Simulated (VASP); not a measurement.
# Hg in VASP: a series of runs, part 2 of 2

VASP 6.6.1.

**4. Electric field gradients, LDA (equal xy, yz and zx shear strains of -1 %)**

Input file INCAR:

```
SYSTEM = Hg
PREC = Accurate
ENCUT = 520
EDIFF = 1E-8
ISMEAR = -1
SIGMA = 0.03
LREAL = .False.
LASPH = .True.
NELM = 80
ALGO = Normal
ISIF = 2
LWAVE = .False.
LCHARG = .False.
GGA = CA
LEFG = .True.
NBANDS = 12
```

Input file KPOINTS:

```
Automatic mesh
0
Gamma
  12 12 12
  0 0 0
```

Input file POSCAR:

```
Hg
1.0
    1.7138363742      0.9789962263      2.2203559166
   -1.7461645364      0.9962962309      2.2376559211
   -0.0011818377     -2.0088024571      2.2439881623
Hg
1
Direct
    0.0000000000      0.0000000000      0.0000000000
```

Potentials or basis: VASP PAW LDA potentials, release 64 (Hg).

The run is started by

```console
> cat potpaw_LDA.64/Hg/POTCAR > POTCAR
> mpirun -np 1 vasp_std > vasp.out
```

OUTCAR:

```text
SYSTEM = Hg
   PREC = Accurate
   ENCUT = 520
   EDIFF = 1E-8
   ISMEAR = -1
   LREAL = .False.
   LASPH = .True.
   NELM = 80
   ISIF = 2
   GGA = CA

 ion  position               nearest neighbor table
   1  0.000  0.000  0.000-

  LATTYP: Found a triclinic cell.
 ALAT       =     3.0081224691
 B/A-ratio  =     1.1502481847
 C/A-ratio  =     1.0012132807
 COS(alpha) =     0.0007828305
 COS(beta)  =     0.3335594157
 COS(gamma) =     0.5858439138

  Lattice vectors:

 A1 = (  -1.7461645364,   0.9962962309,   2.2376559211)
 A2 = (  -3.4600009106,   0.0173000046,   0.0173000045)
 A3 = (  -0.0011818377,  -2.0088024571,   2.2439881623)

Analysis of symmetry for initial positions (statically):
=====================================================================
 Subroutine PRICEL returns:
 Original cell was already a primitive cell.

 Routine SETGRP: Setting up the symmetry group for a
 triclinic supercell.

 Subroutine GETGRP returns: Found  2 space group operations
 (whereof  2 operations were pure point group operations)
 out of a pool of  2 trial point group operations.

The static configuration has the point symmetry S_2 .

Analysis of symmetry for dynamics (positions and initial velocities):
=====================================================================
 Subroutine PRICEL returns:
 Original cell was already a primitive cell.

 Routine SETGRP: Setting up the symmetry group for a
 triclinic supercell.

 Subroutine GETGRP returns: Found  2 space group operations
 (whereof  2 operations were pure point group operations)
 out of a pool of  2 trial point group operations.

The dynamic configuration has the point symmetry S_2 .

 Subroutine INISYM returns: Found  2 space group operations
 (whereof  2 operations are pure point group operations),
 and found     1 'primitive' translations

----------------------------------------------------------------------------------------

                                     Primitive cell

  volume of cell :      23.1597

  direct lattice vectors                    reciprocal lattice vectors
     1.713836374  0.978996226  2.220355917     0.290620177  0.169074835  0.151507666
    -1.746164536  0.996296231  2.237655921    -0.287443401  0.166169993  0.148602824
    -0.001181838 -2.008802457  2.243988162    -0.000927279 -0.332995330  0.147539578

  length of vectors
     2.970799408  3.008122469  3.011772166     0.368783080  0.363756752  0.364217897

  position of ions in fractional coordinates (direct lattice)
     0.000000000  0.000000000  0.000000000

  ion indices of the primitive-cell ions
   primitive index   ion index
                 1           1

----------------------------------------------------------------------------------------

 KPOINTS: Automatic mesh

Automatic generation of k-mesh.
 Grid dimensions read from file:
 generate k-points for:   12   12   12

 Generating k-lattice:
[... 68 lines left out ...]
   ISIF   =      2    stress and relaxation
   ISYM   =      2    0-nonsym 1-usesym 2-fastsym
   POTIM  = 0.5000    time-step for ionic-motion
   TEBEG  =    0.0;   TEEND  =   0.0 temperature during run
   PSTRESS=    0.0 pullay stress
   NELECT =      12.0000    total number of electrons
   NUPDOWN=      -1.0000    fix difference up-down
   EMIN   =  10.00;   EMAX   =-10.00  energy-range for DOS
   EFERMI =   0.00;   METHOD = LEGACY
   ISMEAR =    -1;   SIGMA  =   0.03  broadening in eV -4-tet -1-fermi 0-gaus
   EFERMI_NEDOS =   21; number of points for ismear=-14 and -15
   IALGO  =     38    algorithm
   IMIX   =      4    mixing-type and parameters
     AMIX     =   0.40;   BMIX     =  1.00
     AMIX_MAG =   1.60;   BMIX_MAG =  1.00
  volume/ion in A,a.u.               =      23.16       156.29
  Fermi-wavevector in a.u.,A,eV,Ry     =   1.314894  2.484789 23.523740  1.728946
  Thomas-Fermi vector in A             =   2.445115
   LORBIT       =      0    0 simple, 1 ext, 2 COOP (PROOUT), +10 PAW based schemes
   GGA     = CA    functional components
   LHFCALC =     F    Hartree Fock is set to
   AEXX    =    0.0000 exact exchange contribution
   IVDW    =     0    specifies the selected vdW correction
   LEPSILON=     F    determine dielectric tensor
   LRPA    =     F    only Hartree local field effects (RPA)
 non-spin polarized calculation
  energy-cutoff  :      520.00
  volume of cell :       23.16
 maximum number of plane-waves:       644
 NGX is ok and might be reduce to    24
   NGX = 11   NGY = 11   NGZ = 11

 number of electron      12.0000002 magnetization

 Free energy of the ion-electron system (eV)
  ---------------------------------------------------
  ext. energy  EPLUGINS =         0.00000000
  ---------------------------------------------------
  free energy    TOTEN  =        -0.96012501 eV

  energy without entropy =       -0.95891850  energy(sigma->0) =       -0.95952175

 E-fermi :   2.6306     XC(G=0): -11.2651

 val. band max:        2.6228996514   @ k =  -0.4167   0.0833   0.0000
 cond. band min:       2.6328241983   @ k =   0.0833   0.5000   0.1667
 fundamental gap:      0.0099245468
 Fermi energy:         2.6305500628

 k-point     1 :       0.0000    0.0000    0.0000
  band No.  band energies     occupation
      1      -6.6634      2.00000
      2      -5.0747      2.00000
      3      -5.0343      2.00000
      4      -3.7230      2.00000
      5      -3.5561      2.00000
      6      -3.5328      2.00000
      7      14.8362      0.00000
      8      15.1353      0.00000
      9      15.6152      0.00000
     10      19.8993      0.00000
     11      20.9972      0.00000
     12      21.3748      0.00000
[... 331 lines left out ...]
 k-point    24 :       0.3333    0.1667    0.0000
  band No.  band energies     occupation
      1      -5.3560      2.00000
      2      -4.6347      2.00000
      3      -4.4338      2.00000
      4      -3.6476      2.00000
      5      -3.4507      2.00000
      6      -2.8794      2.00000
      7       7.3612      0.00000
      8      13.8849      0.00000
      9      14.8088      0.00000
     10      16.6834      0.00000
     11      19.5542      0.00000
     12      22.7434      0.00000

 [... further k-points ...]
[... 5 lines left out ...]
  --------------------------------------------------------------------------------------
  -------------------------------------------------------------------------------------
  Total       -0.1087376     -0.1243399     -0.2357052     -0.0061481     -0.0035833      0.0001494
  in kB       -7.5224035     -8.6017626    -16.3059565     -0.4253229     -0.2478899      0.0103333
  external PRESSURE =     -10.8100409 kB  Pullay stress =       0.0000000 kB

 VOLUME and BASIS-vectors are now :
 -----------------------------------------------------------------------------
  energy-cutoff  :      520.00
  volume of cell :       23.16
      direct lattice vectors                 reciprocal lattice vectors
     1.713836374  0.978996226  2.220355917     0.290620177  0.169074835  0.151507666
    -1.746164536  0.996296231  2.237655921    -0.287443401  0.166169993  0.148602824
    -0.001181838 -2.008802457  2.243988162    -0.000927279 -0.332995330  0.147539578

 POSITION                                       TOTAL-FORCE (eV/Angst)
 -----------------------------------------------------------------------------------
      0.00000      0.00000      0.00000        -0.000000      0.000000      0.000000
 -----------------------------------------------------------------------------------
    total drift:                                0.000000      0.000000      0.000000

  FREE ENERGIE OF THE ION-ELECTRON SYSTEM (eV)
  ---------------------------------------------------
  free  energy   TOTEN  =        -0.9601250058 eV

  energy  without entropy=       -0.9589185016  energy(sigma->0) =       -0.95952175

 Electric field gradients (V/A^2)
---------------------------------------------------------------------
 ion       V_xx      V_yy      V_zz      V_xy      V_xz      V_yz
---------------------------------------------------------------------
   1      69.177    80.991  -150.168    -6.972   -13.276    -6.847
---------------------------------------------------------------------

 Electric field gradients after diagonalization (V/A^2)
 (convention: |V_zz| > |V_xx| > |V_yy|)
----------------------------------------------------------------------
 ion       V_xx      V_yy      V_zz     asymmetry (V_yy - V_xx)/ V_zz
----------------------------------------------------------------------
   1      84.223    66.972  -151.195       0.114
----------------------------------------------------------------------

           NMR quadrupolar parameters

 Cq : quadrupolar parameter    Cq=e*Q*V_zz/h
 eta: asymmetry parameters     (V_yy - V_xx)/ V_zz
 Q  : nuclear electric quadrupole moment in mb (millibarn)
----------------------------------------------------------------------
 ion       Cq(MHz)       eta       Q (mb)
----------------------------------------------------------------------
   1      -0.366       0.114       1.000
----------------------------------------------------------------------
```

OSZICAR:

```text
N       E                     dE             d eps       ncg     rms          rms(c)
DAV:   1     0.720714669828E+02    0.72071E+02   -0.66370E+03 22160   0.966E+02
DAV:   2     0.179837259851E+00   -0.71892E+02   -0.67225E+02 22752   0.228E+02
DAV:   3    -0.102414837152E+01   -0.12040E+01   -0.12031E+01 24884   0.329E+01
DAV:   4    -0.102529488272E+01   -0.11465E-02   -0.11465E-02 23204   0.105E+00
DAV:   5    -0.102529650312E+01   -0.16204E-05   -0.16203E-05 24680   0.382E-02    0.434E+00
DAV:   6    -0.967531327435E+00    0.57765E-01   -0.13156E-01 24644   0.412E+00    0.318E+00
DAV:   7    -0.960955990717E+00    0.65753E-02   -0.15493E-02 24860   0.115E+00    0.138E+00
DAV:   8    -0.960120302478E+00    0.83569E-03   -0.13838E-03 22208   0.522E-01    0.549E-02
DAV:   9    -0.960123975819E+00   -0.36733E-05   -0.29314E-06 25224   0.205E-02    0.134E-02
DAV:  10    -0.960125005534E+00   -0.10297E-05   -0.12400E-06 22460   0.137E-02    0.993E-04
DAV:  11    -0.960125005845E+00   -0.31059E-09   -0.14185E-08 23268   0.110E-03
   1 F= -.96012501E+00 E0= -.95952175E+00  d E =-.120650E-02
```

Wall time 80 s (1 thread of Intel Xeon Platinum 8259CL at 2.50GHz (Skylake/Cascade Lake), shared host); peak memory 0.32 GiB.

Results:

```
Free energy                             : -0.9601 eV
Pressure                                : -1.1 GPa
Band gap on the k mesh                  : zero (bands 6 and 7 overlap by 3.36 eV)
Largest electric field gradient by atom : Hg -151.2 V/Å²
```

Stress tensor (GPa, compression positive):
```
-0.75 -0.04  0.00
-0.04 -0.86 -0.02
 0.00 -0.02 -1.63
```

Electric field gradients, principal values (V/Å²):
| atom | least | middle | greatest (by size) |
| --- | --- | --- | --- |
| 1 Hg | 66.972 | 84.223 | -151.195 |

Caveat: the cell differs from its parent crystal (equal xy, yz and zx shear strains of -1 %); without QUAD_EFG the Cq values of the log hold for a quadrupole moment of 1 mb, not for the nuclei; spin-orbit coupling is left out, which moves the levels of the heavy elements.
